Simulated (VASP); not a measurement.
# Mg2Sn (Fm-3m) in VASP: a series of runs

Runs on Mg2Sn. Level: LDA. Tasks: relaxation of cell and atoms.

Everything below comes from runs of VASP 6.6.1. Logs are shortened: lines on timing, memory, paths and dates and some standing lists are left out, and cuts for length are marked.

### Step 1. The cell of the first run

The structure is cubic, space group Fm-3m (No. 225). The conventional cell has a = 6.665 Å, b = 6.665 Å, c = 6.665 Å, α = 90.00°, β = 90.00°, γ = 90.00°. Mg (site symmetry -43m) has 4 Sn at 2.89 Å and 6 Mg at 3.33 Å within 3.8 Å. Within 3.8 Å of Sn (site symmetry m-3m) lie 8 Mg at 2.89 Å.

### Step 2. Relaxation of cell and atoms, LDA, target pressure 4 GPa, at which the enthalpy is minimised

File INCAR:

```
SYSTEM = Mg2Sn
PREC     = Accurate       ! precision mode
ENCUT    = 600            ! plane-wave cutoff, eV
EDIFF    = 1E-7           ! SCF threshold, eV
ISMEAR   = -1             ! smearing method
SIGMA    = 0.1            ! smearing width, eV
LREAL    = .False.        ! projectors in reciprocal space
LASPH    = .True.         ! aspherical terms in the spheres
NELM     = 120            ! most SCF steps
ALGO     = Normal         ! electronic algorithm
ISIF     = 3              ! what is computed and relaxed
LWAVE    = .False.        ! write WAVECAR
LCHARG   = .False.        ! write CHGCAR
IBRION   = 2              ! ionic algorithm
NSW      = 100            ! ionic steps
EDIFFG   = -0.002         ! ionic threshold
PSTRESS  = 40.0         
GGA_COMPAT= .False.      
NELMIN   = 4
```

File KPOINTS:

```
Automatic mesh
0
Gamma
  12 12 12
  0 0 0
```

File POSCAR:

```
Mg2Sn
1.0
    0.0000000000      3.3323612206      3.3323612206
    3.3323612206      0.0000000000      3.3323612206
    3.3323612206      3.3323612206      0.0000000000
Mg Sn
2 1
Direct
    0.2500000000      0.2500000000      0.2500000000
    0.7500000000      0.7500000000      0.7500000000
    0.0000000000      0.0000000000      0.0000000000
```

Potentials or basis: VASP PAW LDA potentials, release 64 (Mg, Sn_d).

On the command line:

```
$ cat potpaw_LDA.64/Mg/POTCAR potpaw_LDA.64/Sn_d/POTCAR > POTCAR
$ mpirun -np 1 vasp_std > vasp.out
```

OUTCAR:

```text
SYSTEM = Mg2Sn
   PREC = Accurate
   ENCUT = 600
   EDIFF = 1E-7
   ISMEAR = -1
   LREAL = .False.
   LASPH = .True.
   NELM = 120
   ISIF = 3
   IBRION = 2
   NSW = 100
   EDIFFG = -0.002
   PSTRESS = 40.0
   NELMIN = 4

 ion  position               nearest neighbor table
   1  0.250  0.250  0.250-   3 2.89   3 2.89   3 2.89   3 2.89   2 3.33   2 3.33   2 3.33   2 3.33
                             2 3.33   2 3.33
   2  0.750  0.750  0.750-   3 2.89   3 2.89   3 2.89   3 2.89   1 3.33   1 3.33   1 3.33   1 3.33
                             1 3.33   1 3.33
   3  0.000  0.000  0.000-   2 2.89   2 2.89   2 2.89   1 2.89   2 2.89   1 2.89   1 2.89   1 2.89

  LATTYP: Found a face centered cubic cell.
 ALAT       =     6.6647224412

  Lattice vectors:

 A1 = (   0.0000000000,   3.3323612206,   3.3323612206)
 A2 = (   3.3323612206,   0.0000000000,   3.3323612206)
 A3 = (   3.3323612206,   3.3323612206,   0.0000000000)

Analysis of symmetry for initial positions (statically):
=====================================================================
 Subroutine PRICEL returns:
 Original cell was already a primitive cell.

 Routine SETGRP: Setting up the symmetry group for a
 face centered cubic supercell.

 Subroutine GETGRP returns: Found 48 space group operations
 (whereof 48 operations were pure point group operations)
 out of a pool of 48 trial point group operations.

The static configuration has the point symmetry O_h .

Analysis of symmetry for dynamics (positions and initial velocities):
=====================================================================
 Subroutine PRICEL returns:
 Original cell was already a primitive cell.

 Routine SETGRP: Setting up the symmetry group for a
 face centered cubic supercell.

 Subroutine GETGRP returns: Found 48 space group operations
 (whereof 48 operations were pure point group operations)
 out of a pool of 48 trial point group operations.

The dynamic configuration has the point symmetry O_h .

 Subroutine INISYM returns: Found 48 space group operations
 (whereof 48 operations are pure point group operations),
 and found     1 'primitive' translations

----------------------------------------------------------------------------------------

                                     Primitive cell

  volume of cell :      74.0093

  direct lattice vectors                    reciprocal lattice vectors
     0.000000000  3.332361221  3.332361221    -0.150043758  0.150043758  0.150043758
     3.332361221  0.000000000  3.332361221     0.150043758 -0.150043758  0.150043758
     3.332361221  3.332361221  0.000000000     0.150043758  0.150043758 -0.150043758

  length of vectors
     4.712670433  4.712670433  4.712670433     0.259883412  0.259883412  0.259883412

  position of ions in fractional coordinates (direct lattice)
     0.250000000  0.250000000  0.250000000
     0.750000000  0.750000000  0.750000000
     0.000000000  0.000000000  0.000000000

  ion indices of the primitive-cell ions
   primitive index   ion index
                 1           1
                 2           2
                 3           3

----------------------------------------------------------------------------------------

 KPOINTS: Automatic mesh

Automatic generation of k-mesh.
 Grid dimensions read from file:
 generate k-points for:   12   12   12

 Generating k-lattice:

  Cartesian coordinates                     Fractional coordinates (reciprocal lattice)
    -0.012503646  0.012503646  0.012503646     0.083333333  0.000000000  0.000000000
     0.012503646 -0.012503646  0.012503646     0.000000000  0.083333333  0.000000000
     0.012503646  0.012503646 -0.012503646     0.000000000  0.000000000  0.083333333

  Length of vectors
     0.021656951  0.021656951  0.021656951

  Shift w.r.t. Gamma in fractional coordinates (k-lattice)
     0.000000000  0.000000000  0.000000000

 Subroutine IBZKPT returns following result:
 ===========================================

 Found     72 irreducible k-points:

 Following reciprocal coordinates:
            Coordinates               Weight
  0.000000  0.000000  0.000000      1.000000
  0.083333  0.000000  0.000000      8.000000
  0.166667  0.000000  0.000000      8.000000
  0.250000  0.000000  0.000000      8.000000
  0.333333  0.000000  0.000000      8.000000
  0.416667  0.000000  0.000000      8.000000
[... 16 lines left out ...]
  0.500000  0.166667  0.000000     24.000000
 -0.416667  0.166667  0.000000     24.000000
 [... further k-points ...]
   k-points           NKPTS =     72   k-points in BZ     NKDIM =     72   number of bands    NBANDS=     13
   number of dos      NEDOS =    301   number of ions     NIONS =      3
   total plane-waves  NPLWV =  64000
   dimension x,y,z NGX =    40 NGY =   40 NGZ =   40
   dimension x,y,z NGXF=    80 NGYF=   80 NGZF=   80
   ions per type =               2   1
   NGX,Y,Z   is equivalent  to a cutoff of  14.11, 14.11, 14.11 a.u.
   NGXF,Y,Z  is equivalent  to a cutoff of  28.22, 28.22, 28.22 a.u.
 SYSTEM =  Mg2Sn
   PREC   = accura    normal or accurate (medium, high low for compatibility)
   ISTART =      0    job   : 0-new  1-cont  2-samecut
   ICHARG =      2    charge: 1-file 2-atom 10-const
   ISPIN  =      1    spin polarized calculation?
   LNONCOLLINEAR =      F non collinear calculations
   LSORBIT =      F    spin-orbit coupling
   LASPH  =      T    aspherical Exc in radial PAW
   ENCUT  =  600.0 eV  44.10 Ry    6.64 a.u.   9.41  9.41  9.41*2*pi/ulx,y,z
   NELM   =    120;   NELMIN=  4; NELMDL= -5     # of ELM steps
   EDIFF  = 0.1E-06   stopping-criterion for ELM
   LREAL  =      F    real-space projection
   EDIFFG = -.2E-02   stopping-criterion for IOM
   NSW    =    100    number of steps for IOM
   IBRION =      2    ionic relax: 0-MD 1-quasi-New 2-CG
   NFREE  =      1    steps in history (QN), initial steepest desc. (CG)
   ISIF   =      3    stress and relaxation
   ISYM   =      2    0-nonsym 1-usesym 2-fastsym
   POTIM  = 0.5000    time-step for ionic-motion
   TEBEG  =    0.0;   TEEND  =   0.0 temperature during run
   PSTRESS=   40.0 pullay stress
   NELECT =      18.0000    total number of electrons
   NUPDOWN=      -1.0000    fix difference up-down
   EMIN   =  10.00;   EMAX   =-10.00  energy-range for DOS
   EFERMI =   0.00;   METHOD = LEGACY
   ISMEAR =    -1;   SIGMA  =   0.10  broadening in eV -4-tet -1-fermi 0-gaus
   EFERMI_NEDOS =   21; number of points for ismear=-14 and -15
   IALGO  =     38    algorithm
   IMIX   =      4    mixing-type and parameters
     AMIX     =   0.40;   BMIX     =  1.00
     AMIX_MAG =   1.60;   BMIX_MAG =  1.00
  volume/ion in A,a.u.               =      24.67       166.48
  Fermi-wavevector in a.u.,A,eV,Ry     =   1.021889  1.931090 14.207972  1.044257
  Thomas-Fermi vector in A             =   2.155538
   LORBIT       =      0    0 simple, 1 ext, 2 COOP (PROOUT), +10 PAW based schemes
   GGA     = CA    functional components
   LHFCALC =     F    Hartree Fock is set to
   AEXX    =    0.0000 exact exchange contribution
   IVDW    =     0    specifies the selected vdW correction
   LEPSILON=     F    determine dielectric tensor
   LRPA    =     F    only Hartree local field effects (RPA)
 conjugate gradient relaxation of ions
 non-spin polarized calculation
  energy-cutoff  :      600.00
  volume of cell :       74.01
 maximum number of plane-waves:      2497
 NGX is ok and might be reduce to    40
   NGX = 19   NGY = 19   NGZ = 19

--------------------------------------- Ionic step        1  -------------------------------------------

 number of electron      17.9999999 magnetization

 Free energy of the ion-electron system (eV)
  ---------------------------------------------------
  ext. energy  EPLUGINS =         0.00000000
  ---------------------------------------------------
  free energy    TOTEN  =        -8.94270568 eV

  energy without entropy =       -8.93255650  energy(sigma->0) =       -8.93763109

 E-fermi :   4.3607     XC(G=0):  -9.1367

 val. band max:        4.3526113828   @ k =   0.4167   0.4167   0.0000
 cond. band min:       4.3790922456   @ k =   0.0000   0.0000   0.0000
 fundamental gap:      0.0264808628
 Fermi energy:         4.3606752945

 k-point     1 :       0.0000    0.0000    0.0000
  band No.  band energies     occupation
      1     -16.5424      2.00000
      2     -16.5424      2.00000
      3     -16.5424      2.00000
      4     -16.4979      2.00000
      5     -16.4979      2.00000
      6      -4.9513      2.00000
      7       4.3791      0.90817
      8       4.3791      0.90817
      9       4.3791      0.90817
     10       5.9305      0.00000
     11       6.6127      0.00000
     12       6.6127      0.00000
     13       6.6127      0.00000
[... 476 lines left out ...]
  FREE ENERGIE OF THE ION-ELECTRON SYSTEM (eV)
  ---------------------------------------------------
  free  energy   TOTEN  =        -8.8826903386 eV

  energy  without entropy=       -8.8736826446  energy(sigma->0) =       -8.87818649

  enthalpy is  TOTEN    =        -7.1741635906 eV   P V=        1.7085267481

[... ionic steps 4 to 12 ...]

--------------------------------------- Ionic step       13  -------------------------------------------

 number of electron      18.0000002 magnetization

------------------------ aborting loop because EDIFF is reached ----------------------------------------

  FORCE on cell =-STRESS in cart. coord.  units (eV):
  Direction    XX          YY          ZZ          XY          YZ          ZX
  --------------------------------------------------------------------------------------
  -------------------------------------------------------------------------------------
  Total        1.6832951      1.6832951      1.6832951      0.0000000      0.0000000     -0.0000000
  in kB       39.3614262     39.3614262     39.3614262      0.0000000      0.0000000     -0.0000000
  external PRESSURE =      -0.6385738 kB  Pullay stress =      40.0000000 kB
[... 63 lines left out ...]
  enthalpy is  TOTEN    =        -7.1741555874 eV   P V=        1.7101999412

--------------------------------------- Ionic step       15  -------------------------------------------

 number of electron      18.0000002 magnetization

 Free energy of the ion-electron system (eV)
  ---------------------------------------------------
  ext. energy  EPLUGINS =         0.00000000
  ---------------------------------------------------
  free energy    TOTEN  =        -8.88355528 eV

  energy without entropy =       -8.87454161  energy(sigma->0) =       -8.87904844

 E-fermi :   4.9771     XC(G=0):  -9.4358

 val. band max:        4.9726805672   @ k =   0.0000   0.0000   0.0000
 cond. band min:       4.9938095877   @ k =   0.5000   0.5000   0.0000
 fundamental gap:      0.0211290204
 Fermi energy:         4.9770713337

 k-point     1 :       0.0000    0.0000    0.0000
  band No.  band energies     occupation
      1     -15.9970      2.00000
      2     -15.9970      2.00000
      3     -15.9970      2.00000
      4     -15.9424      2.00000
      5     -15.9424      2.00000
      6      -4.7393      2.00000
      7       4.9727      1.02195
      8       4.9727      1.02195
      9       4.9727      1.02195
     10       6.9897      0.00000
     11       7.3322      0.00000
     12       7.3322      0.00000
     13       7.3322      0.00000
[... 398 lines left out ...]
  FREE ENERGIE OF THE ION-ELECTRON SYSTEM (eV)
  ---------------------------------------------------
  free  energy   TOTEN  =        -8.8835552781 eV

  energy  without entropy=       -8.8745416105  energy(sigma->0) =       -8.87904844

  enthalpy is  TOTEN    =        -7.1741627320 eV   P V=        1.7093925462

 reached required accuracy - stopping structural energy minimisation
```

Wall time 4.2 min (1 thread of Intel Xeon 6975P-C (Granite Rapids), shared host); peak memory 0.26 GiB.

What came out:

* Free energy: -8.8836 eV
* Relaxed volume: 22.82 Å³/atom
* Relaxed cell: a = 4.592 Å, b = 4.592 Å, c = 4.592 Å, α = 60.00°, β = 60.00°, γ = 60.00°
* Space group after relaxing (to 0.1 Å): Fm-3m (No. 225)
* Energy change on relaxing (the run minimises the enthalpy): +19.7 meV/atom
* Ionic steps: 15
* Pressure after relaxing: 4.0 GPa

Step by step:
```
step  energy change (eV)  largest force (eV/Å)  pressure (GPa)  volume (Å³)
   1              0.0000                0.0000           -0.28        74.01
   2              0.0965                0.0000            5.24        67.17
   3              0.0600                0.0000            4.02        68.43
   4              0.0573                0.0000            3.91        68.54
   5              0.0574                0.0000            3.91        68.54
   6              0.0576                0.0000            3.92        68.53
   7              0.0576                0.0000            3.92        68.53
   8              0.0576                0.0000            3.92        68.53
   9              0.0576                0.0000            3.92        68.53
  10              0.0576                0.0000            3.92        68.53
  11              0.0577                0.0000            3.92        68.53
  12              0.0578                0.0000            3.93        68.53
  13              0.0580                0.0000            3.94        68.52
  14              0.0584                0.0000            3.95        68.50
  15              0.0592                0.0000            3.99        68.47
```

Final structure:
```xyz
3
Lattice="0.0000 3.2470 3.2470 3.2470 0.0000 3.2470 3.2470 3.2470 0.0000" Properties=species:S:1:pos:R:3 pbc="T T T"
Mg    1.6235    1.6235    1.6235
Mg    4.8706    4.8706    4.8706
Sn    0.0000    3.2470    3.2470
```

Levels at points of the mesh, in eV from the Fermi level:
| k point | band 7 | band 8 | band 9 | band 10 | band 11 | band 12 |
| --- | --- | --- | --- | --- | --- | --- |
| (0.00, 0.00, 0.00) | 0.00 | 0.00 | 0.00 | 2.01 | 2.36 | 2.36 |
| (0.50, 0.00, 0.00) | -5.24 | -0.90 | -0.90 | 1.08 | 2.33 | 2.33 |
| (0.50, 0.50, 0.00) | -4.95 | -2.30 | -2.30 | 0.02 | 0.04 | 7.72 |

Caveat: the cell is relaxed towards a set pressure, so the run minimises the enthalpy, not the energy; spin-orbit coupling is left out, which moves the levels of the heavy elements.

### Step 3. Relaxation of cell and atoms, LDA, target pressure 7 GPa, at which the enthalpy is minimised

File INCAR:

```
SYSTEM = Mg2Sn
PREC = Accurate
ENCUT = 600
EDIFF = 1E-7
ISMEAR = -1
SIGMA = 0.1
LREAL = .False.
LASPH = .True.
NELM = 120
ALGO = Normal
ISIF = 3
LWAVE = .False.
LCHARG = .False.
GGA = CA
IBRION = 2
NSW = 100
EDIFFG = -0.002
PSTRESS = 70.0
GGA_COMPAT = .False.
NELMIN = 4
```

KPOINTS is that of step 2.

POSCAR is that of step 2.

Potentials or basis: VASP PAW LDA potentials, release 64 (Mg, Sn_d).

On the command line:

```
$ cat potpaw_LDA.64/Mg/POTCAR potpaw_LDA.64/Sn_d/POTCAR > POTCAR
$ mpirun -np 1 vasp_std > vasp.out
```

OUTCAR:

```text
SYSTEM = Mg2Sn
   PREC = Accurate
   ENCUT = 600
   EDIFF = 1E-7
   ISMEAR = -1
   LREAL = .False.
   LASPH = .True.
   NELM = 120
   ISIF = 3
   GGA = CA
   IBRION = 2
   NSW = 100
   EDIFFG = -0.002
   PSTRESS = 70.0
   NELMIN = 4

 ion  position               nearest neighbor table
   1  0.250  0.250  0.250-   3 2.89   3 2.89   3 2.89   3 2.89   2 3.33   2 3.33   2 3.33   2 3.33
                             2 3.33   2 3.33
   2  0.750  0.750  0.750-   3 2.89   3 2.89   3 2.89   3 2.89   1 3.33   1 3.33   1 3.33   1 3.33
                             1 3.33   1 3.33
   3  0.000  0.000  0.000-   2 2.89   2 2.89   2 2.89   1 2.89   2 2.89   1 2.89   1 2.89   1 2.89

  LATTYP: Found a face centered cubic cell.
 ALAT       =     6.6647224412

  Lattice vectors:

 A1 = (   0.0000000000,   3.3323612206,   3.3323612206)
 A2 = (   3.3323612206,   0.0000000000,   3.3323612206)
 A3 = (   3.3323612206,   3.3323612206,   0.0000000000)

[... 190 lines left out ...]
      3     -16.5424      2.00000
      4     -16.4979      2.00000
      5     -16.4979      2.00000
      6      -4.9513      2.00000
      7       4.3791      0.90817
      8       4.3791      0.90817
      9       4.3791      0.90817
     10       5.9305      0.00000
     11       6.6127      0.00000
     12       6.6127      0.00000
     13       6.6127      0.00000
[... 445 lines left out ...]
--------------------------------------- Ionic step        3  -------------------------------------------

 number of electron      18.0000000 magnetization

 Free energy of the ion-electron system (eV)
  ---------------------------------------------------
  ext. energy  EPLUGINS =         0.00000000
  ---------------------------------------------------
  free energy    TOTEN  =        -8.78426385 eV

  energy without entropy =       -8.77566245  energy(sigma->0) =       -8.77996315

 E-fermi :   5.3335     XC(G=0):  -9.6079

 val. band max:        5.3245464659   @ k =   0.0000   0.0000   0.0000
 cond. band min:       5.4266241403   @ k =   0.5000   0.5000   0.0000
 fundamental gap:      0.1020776744
 Fermi energy:         5.3335483276

 k-point     1 :       0.0000    0.0000    0.0000
  band No.  band energies     occupation
      1     -15.6828      2.00000
      2     -15.6828      2.00000
      3     -15.6828      2.00000
      4     -15.6219      2.00000
      5     -15.6219      2.00000
      6      -4.6127      2.00000
      7       5.3245      1.04498
      8       5.3245      1.04498
      9       5.3245      1.04498
     10       7.6106      0.00000
     11       7.7619      0.00000
     12       7.7619      0.00000
     13       7.7619      0.00000
[... 402 lines left out ...]
  energy  without entropy=       -8.7756624538  energy(sigma->0) =       -8.77996315

  enthalpy is  TOTEN    =        -5.9205448934 eV   P V=        2.8637189614

 reached required accuracy - stopping structural energy minimisation
```

It took 1.7 min on 1 thread of Intel Xeon 6975P-C (Granite Rapids), shared host; peak memory 0.26 GiB.

Results:

```
Free energy                                                : -8.7843 eV
Relaxed volume                                             : 21.85 Å³/atom
Relaxed cell                                               : a = 4.526 Å, b = 4.526 Å, c = 4.526 Å, α = 60.00°, β = 60.00°, γ = 60.00°
Space group after relaxing (to 0.1 Å)                      : Fm-3m (No. 225)
Energy change on relaxing (the run minimises the enthalpy) : +52.8 meV/atom
Ionic steps                                                : 3
Pressure after relaxing                                    : 7.0 GPa
Band gap on the k mesh                                     : zero (bands 9 and 10 overlap by 0.01 eV)
```

Step by step:
```
step  energy change (eV)  largest force (eV/Å)  pressure (GPa)  volume (Å³)
   1              0.0000                0.0000           -0.28        74.01
   2              0.3183                0.0000           10.73        62.64
   3              0.1584                0.0000            7.01        65.55
```

Final structure:
```cif
data_structure
_symmetry_space_group_name_H-M 'P 1'
_symmetry_Int_Tables_number 1
_cell_length_a 4.5257
_cell_length_b 4.5257
_cell_length_c 4.5257
_cell_angle_alpha 60.000
_cell_angle_beta 60.000
_cell_angle_gamma 60.000
_cell_volume 65.55
loop_
_atom_site_label
_atom_site_type_symbol
_atom_site_fract_x
_atom_site_fract_y
_atom_site_fract_z
_atom_site_occupancy
Mg1 Mg 0.25000 0.25000 0.25000 1
Mg2 Mg 0.75000 0.75000 0.75000 1
Sn1 Sn 0.00000 0.00000 0.00000 1
```

Levels at points of the mesh, in eV from the Fermi level:
| k point | band 6 | band 7 | band 8 | band 9 | band 10 | band 11 | band 12 | band 13 |
| --- | --- | --- | --- | --- | --- | --- | --- | --- |
| (0.00, 0.00, 0.00) | -9.95 | -0.01 | -0.01 | -0.01 | 2.28 | 2.43 | 2.43 | 2.43 |
| (0.50, 0.00, 0.00) | -8.40 | -5.41 | -0.93 | -0.93 | 1.26 | 2.36 | 2.36 | 4.19 |
| (0.50, 0.50, 0.00) | -7.77 | -5.09 | -2.39 | -2.39 | -0.02 | 0.09 | 7.79 | 7.95 |

Caveat: the cell is relaxed towards a set pressure, so the run minimises the enthalpy, not the energy; spin-orbit coupling is left out, which moves the levels of the heavy elements.

The gap in the log of VASP goes by the Fermi energy; the results here count the filled bands.